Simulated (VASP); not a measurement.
# In3As (Pm-3m) in VASP: single point with PBE+D3(BJ)

Aim: the single point of In3As with PBE+D3(BJ).

All numbers are computed with VASP 6.6.1; they aren't measurements. Logs are shortened: lines on timing, memory, paths and dates and some standing lists are left out, and cuts for length are marked.

## 1. The cell of the first run

It takes space group Pm-3m (No. 221, cubic). The conventional cell has a = 4.672 Å, b = 4.672 Å, c = 4.672 Å, α = 90.00°, β = 90.00°, γ = 90.00°. Within 4.3 Å of In (site symmetry 4/mmm) lie 8 In at 3.30 Å and 4 As at 3.30 Å. As (site symmetry m-3m) has 12 In at 3.30 Å within 4.3 Å.

## 2. Single point, PBE+D3(BJ)

INCAR reads:

```
PREC = Accurate ; ENCUT = 520
EDIFF = 1E-6 ; ISMEAR = -1
SIGMA = 0.02 ; LREAL = False
LASPH = True ; NELM = 80
ALGO = Normal ; ISIF = 2
LWAVE = False ; LCHARG = False
GGA = PE ; IVDW = 12
NBANDS = 30
```

KPOINTS reads:

```
Automatic mesh
0
Gamma
  4 4 4
```

POSCAR reads:

```
In3As
1.0
    4.6716810000      0.0000000000      0.0000000000
    0.0000000000      4.6716810000      0.0000000000
    0.0000000000      0.0000000000      4.6716810000
In As
3 1
Direct
    0.0000000000      0.5000000000      0.5000000000
    0.5000000000      0.0000000000      0.5000000000
    0.5000000000      0.5000000000      0.0000000000
    0.0000000000      0.0000000000      0.0000000000
```

Potentials or basis: VASP PAW PBE potentials, release 64 (In_d, As).

Command:

```console
> cat potpaw_PBE.64/In_d/POTCAR potpaw_PBE.64/As/POTCAR > POTCAR
> mpirun -np 1 vasp_std > vasp.out
```

OUTCAR:

```text
PREC = Accurate
   ENCUT = 520
   EDIFF = 1E-6
   ISMEAR = -1
   LREAL = False
   LASPH = True
   NELM = 80
   ISIF = 2
   GGA = PE
   IVDW = 12
 IVDW          = 12

 ion  position               nearest neighbor table
   1  0.000  0.500  0.500-   2 3.30   3 3.30   4 3.30   3 3.30   4 3.30   2 3.30   4 3.30   4 3.30
                             2 3.30   3 3.30   3 3.30   2 3.30
   2  0.500  0.000  0.500-   1 3.30   3 3.30   4 3.30   3 3.30   4 3.30   1 3.30   3 3.30   3 3.30
                             1 3.30   4 3.30   4 3.30   1 3.30
   3  0.500  0.500  0.000-   1 3.30   2 3.30   4 3.30   1 3.30   2 3.30   2 3.30   4 3.30   2 3.30
                             1 3.30   4 3.30   1 3.30   4 3.30
   4  0.000  0.000  0.000-   1 3.30   2 3.30   3 3.30   1 3.30   2 3.30   1 3.30   3 3.30   1 3.30
                             2 3.30   3 3.30   2 3.30   3 3.30

  LATTYP: Found a simple cubic cell.
 ALAT       =     4.6716810000

  Lattice vectors:

 A1 = (   4.6716810000,   0.0000000000,   0.0000000000)
 A2 = (   0.0000000000,   4.6716810000,   0.0000000000)
 A3 = (   0.0000000000,   0.0000000000,   4.6716810000)

Analysis of symmetry for initial positions (statically):
=====================================================================
 Subroutine PRICEL returns:
 Original cell was already a primitive cell.

 Routine SETGRP: Setting up the symmetry group for a
 simple cubic supercell.

 Subroutine GETGRP returns: Found 48 space group operations
 (whereof 48 operations were pure point group operations)
 out of a pool of 48 trial point group operations.

The static configuration has the point symmetry O_h .

Analysis of symmetry for dynamics (positions and initial velocities):
=====================================================================
 Subroutine PRICEL returns:
 Original cell was already a primitive cell.

 Routine SETGRP: Setting up the symmetry group for a
 simple cubic supercell.

 Subroutine GETGRP returns: Found 48 space group operations
 (whereof 48 operations were pure point group operations)
 out of a pool of 48 trial point group operations.

The dynamic configuration has the point symmetry O_h .

 Subroutine INISYM returns: Found 48 space group operations
 (whereof 48 operations are pure point group operations),
 and found     1 'primitive' translations

----------------------------------------------------------------------------------------

                                     Primitive cell

  volume of cell :     101.9576

  direct lattice vectors                    reciprocal lattice vectors
     4.671681000  0.000000000  0.000000000     0.214055711  0.000000000  0.000000000
     0.000000000  4.671681000  0.000000000     0.000000000  0.214055711  0.000000000
     0.000000000  0.000000000  4.671681000     0.000000000  0.000000000  0.214055711

  length of vectors
     4.671681000  4.671681000  4.671681000     0.214055711  0.214055711  0.214055711

  position of ions in fractional coordinates (direct lattice)
     0.000000000  0.500000000  0.500000000
     0.500000000  0.000000000  0.500000000
     0.500000000  0.500000000  0.000000000
     0.000000000  0.000000000  0.000000000

  ion indices of the primitive-cell ions
   primitive index   ion index
                 1           1
                 2           2
                 3           3
                 4           4

----------------------------------------------------------------------------------------

 KPOINTS: Automatic mesh

Automatic generation of k-mesh.
 Grid dimensions read from file:
 generate k-points for:    4    4    4

 Generating k-lattice:

  Cartesian coordinates                     Fractional coordinates (reciprocal lattice)
     0.053513928  0.000000000  0.000000000     0.250000000  0.000000000  0.000000000
     0.000000000  0.053513928  0.000000000     0.000000000  0.250000000  0.000000000
     0.000000000  0.000000000  0.053513928     0.000000000  0.000000000  0.250000000

  Length of vectors
     0.053513928  0.053513928  0.053513928

  Shift w.r.t. Gamma in fractional coordinates (k-lattice)
     0.000000000  0.000000000  0.000000000

 Subroutine IBZKPT returns following result:
 ===========================================

 Found     10 irreducible k-points:

 Following reciprocal coordinates:
            Coordinates               Weight
  0.000000  0.000000  0.000000      1.000000
  0.250000  0.000000  0.000000      6.000000
  0.500000  0.000000  0.000000      3.000000
  0.250000  0.250000  0.000000     12.000000
  0.500000  0.250000  0.000000     12.000000
  0.500000  0.500000  0.000000      3.000000
  0.250000  0.250000  0.250000      8.000000
  0.500000  0.250000  0.250000     12.000000
  0.500000  0.500000  0.250000      6.000000
  0.500000  0.500000  0.500000      1.000000
   k-points           NKPTS =     10   k-points in BZ     NKDIM =     10   number of bands    NBANDS=     30
   number of dos      NEDOS =    301   number of ions     NIONS =      4
   total plane-waves  NPLWV =  46656
   dimension x,y,z NGX =    36 NGY =   36 NGZ =   36
   dimension x,y,z NGXF=    72 NGYF=   72 NGZF=   72
   ions per type =               3   1
   NGX,Y,Z   is equivalent  to a cutoff of  12.81, 12.81, 12.81 a.u.
   NGXF,Y,Z  is equivalent  to a cutoff of  25.62, 25.62, 25.62 a.u.
 SYSTEM =  unknown system
   PREC   = accura    normal or accurate (medium, high low for compatibility)
   ISTART =      0    job   : 0-new  1-cont  2-samecut
   ICHARG =      2    charge: 1-file 2-atom 10-const
   ISPIN  =      1    spin polarized calculation?
   LNONCOLLINEAR =      F non collinear calculations
   LSORBIT =      F    spin-orbit coupling
   LASPH  =      T    aspherical Exc in radial PAW
   ENCUT  =  520.0 eV  38.22 Ry    6.18 a.u.   8.69  8.69  8.69*2*pi/ulx,y,z
   NELM   =     80;   NELMIN=  2; NELMDL= -5     # of ELM steps
   EDIFF  = 0.1E-05   stopping-criterion for ELM
   LREAL  =      F    real-space projection
   EDIFFG = 0.1E-04   stopping-criterion for IOM
   NSW    =      0    number of steps for IOM
   IBRION =     -1    ionic relax: 0-MD 1-quasi-New 2-CG
   NFREE  =      0    steps in history (QN), initial steepest desc. (CG)
   ISIF   =      2    stress and relaxation
   ISYM   =      2    0-nonsym 1-usesym 2-fastsym
   POTIM  = 0.5000    time-step for ionic-motion
   TEBEG  =    0.0;   TEEND  =   0.0 temperature during run
   PSTRESS=    0.0 pullay stress
   NELECT =      44.0000    total number of electrons
   NUPDOWN=      -1.0000    fix difference up-down
   EMIN   =  10.00;   EMAX   =-10.00  energy-range for DOS
   EFERMI =   0.00;   METHOD = LEGACY
   ISMEAR =    -1;   SIGMA  =   0.02  broadening in eV -4-tet -1-fermi 0-gaus
   EFERMI_NEDOS =   21; number of points for ismear=-14 and -15
   IALGO  =     38    algorithm
   IMIX   =      4    mixing-type and parameters
     AMIX     =   0.40;   BMIX     =  1.00
     AMIX_MAG =   1.60;   BMIX_MAG =  1.00
  volume/ion in A,a.u.               =      25.49       172.01
  Fermi-wavevector in a.u.,A,eV,Ry     =   1.237141  2.337858 20.823961  1.530518
  Thomas-Fermi vector in A             =   2.371720
   LORBIT       =      0    0 simple, 1 ext, 2 COOP (PROOUT), +10 PAW based schemes
   GGA     = PE    functional components
   LHFCALC =     F    Hartree Fock is set to
   AEXX    =    0.0000 exact exchange contribution
   IVDW    =    12    specifies the selected vdW correction
   LEPSILON=     F    determine dielectric tensor
   LRPA    =     F    only Hartree local field effects (RPA)
 non-spin polarized calculation
  energy-cutoff  :      520.00
  volume of cell :      101.96
 maximum number of plane-waves:      2800
 NGX is ok and might be reduce to    36
   NGX = 17   NGY = 17   NGZ = 17

 number of electron      43.9999975 magnetization

 Free energy of the ion-electron system (eV)
  ---------------------------------------------------
  ext. energy  EPLUGINS =         0.00000000
  ---------------------------------------------------
  free energy    TOTEN  =       -11.99751536 eV

  energy without entropy =      -11.99176889  energy(sigma->0) =      -11.99464212

 E-fermi :   6.9369     XC(G=0): -10.1480

 val. band max:        6.8885460133   @ k =   0.2500   0.0000   0.0000
 cond. band min:       6.9703099620   @ k =   0.2500   0.2500   0.2500
 fundamental gap:      0.0817639487
 Fermi energy:         6.9369435902

 k-point     1 :       0.0000    0.0000    0.0000
  band No.  band energies     occupation
      1      -8.0784      2.00000
      2      -8.0670      2.00000
      3      -8.0670      2.00000
      4      -8.0670      2.00000
      5      -7.8948      2.00000
      6      -7.8948      2.00000
[... 22 lines left out ...]
     29      12.6107      0.00000
     30      13.8933      0.00000

 k-point     2 :       0.2500    0.0000    0.0000
  band No.  band energies     occupation
      1      -8.0564      2.00000
      2      -8.0217      2.00000
      3      -8.0004      2.00000
      4      -8.0004      2.00000
      5      -7.8864      2.00000
      6      -7.8511      2.00000
[... 22 lines left out ...]
     29      13.7994      0.00000
     30      14.1650      0.00000

 k-point     3 :       0.5000    0.0000    0.0000
  band No.  band energies     occupation
      1      -8.0450      2.00000
      2      -7.9401      2.00000
      3      -7.8677      2.00000
      4      -7.8554      2.00000
      5      -7.8554      2.00000
      6      -7.8084      2.00000
[... 22 lines left out ...]
     29      11.8984      0.00000
     30      12.9757      0.00000

 k-point     4 :       0.2500    0.2500    0.0000
  band No.  band energies     occupation
      1      -8.0105      2.00000
      2      -7.9995      2.00000
      3      -7.9709      2.00000
      4      -7.9446      2.00000
      5      -7.8663      2.00000
      6      -7.8205      2.00000
[... 154 lines left out ...]
     29      13.2005      0.00000
     30      13.5269      0.00000

 k-point     9 :       0.5000    0.5000    0.2500
  band No.  band energies     occupation
      1      -7.9491      2.00000
      2      -7.9407      2.00000
      3      -7.9407      2.00000
      4      -7.9341      2.00000
      5      -7.8842      2.00000
      6      -7.8842      2.00000
[... 22 lines left out ...]
     29      13.4740      0.00000
     30      14.9800      0.00000

 k-point    10 :       0.5000    0.5000    0.5000
  band No.  band energies     occupation
      1      -8.0044      2.00000
      2      -7.9644      2.00000
      3      -7.9644      2.00000
      4      -7.9644      2.00000
      5      -7.9048      2.00000
      6      -7.9048      2.00000
[... 22 lines left out ...]
     29      15.7450      0.00000
     30      15.7453      0.00000

------------------------ aborting loop because EDIFF is reached ----------------------------------------

 Edisp (eV)   -1.39425

 E8    (eV) :    -0.6691

  FORCE on cell =-STRESS in cart. coord.  units (eV):
  Direction    XX          YY          ZZ          XY          YZ          ZX
  --------------------------------------------------------------------------------------
  -------------------------------------------------------------------------------------
  Total      -1.48747    -1.48747    -1.48747    -0.00000     0.00000    -0.00000
  in kB     -23.37440   -23.37440   -23.37440    -0.00000     0.00000    -0.00000
  external pressure =      -23.37 kB  Pullay stress =        0.00 kB

 VOLUME and BASIS-vectors are now :
 -----------------------------------------------------------------------------
  energy-cutoff  :      520.00
  volume of cell :      101.96
      direct lattice vectors                 reciprocal lattice vectors
     4.671681000  0.000000000  0.000000000     0.214055711  0.000000000  0.000000000
     0.000000000  4.671681000  0.000000000     0.000000000  0.214055711  0.000000000
     0.000000000  0.000000000  4.671681000     0.000000000  0.000000000  0.214055711

 POSITION                                       TOTAL-FORCE (eV/Angst)
 -----------------------------------------------------------------------------------
      0.00000      2.33584      2.33584         0.000000      0.000000      0.000000
      2.33584      0.00000      2.33584         0.000000      0.000000      0.000000
      2.33584      2.33584      0.00000         0.000000      0.000000      0.000000
      0.00000      0.00000      0.00000         0.000000      0.000000      0.000000
 -----------------------------------------------------------------------------------
    total drift:                                0.000000      0.000000      0.000000

  FREE ENERGIE OF THE ION-ELECTRON SYSTEM (eV)
  ---------------------------------------------------
  free  energy   TOTEN  =       -13.3917614291 eV

  energy  without entropy=      -13.3860149630  energy(sigma->0) =      -13.38888820
```

It took 12 s on 1 thread of Intel Xeon 6975P-C, shared host; peak memory 0.21 GiB.

Results:

```
Free energy                : -13.3918 eV
Pressure                   : -2.3 GPa
Band gap on the k mesh     : zero (band 22 reaches 7.07 eV, above the bottom of band 23 at 3.27 eV)
Dispersion energy per atom : -0.349 eV
```

Levels at points of the mesh, in eV from the Fermi level:
| k point | band 20 | band 21 | band 22 | band 23 | band 24 | band 25 |
| --- | --- | --- | --- | --- | --- | --- |
| (0.00, 0.00, 0.00) | -3.16 | -2.20 | -2.20 | 1.77 | 1.77 | 1.77 |
| (0.50, 0.00, 0.00) | -1.89 | -1.51 | -0.34 | -0.34 | -0.30 | 1.17 |
| (0.50, 0.50, 0.00) | -1.07 | -0.69 | 0.13 | 0.13 | 1.45 | 1.64 |
| (0.50, 0.50, 0.50) | -4.25 | -4.25 | -4.25 | -3.67 | 4.39 | 4.39 |

Caveat: spin-orbit coupling is left out, which moves the levels of the heavy elements; pairwise dispersion overbinds metals, which lowers pressure and volume.
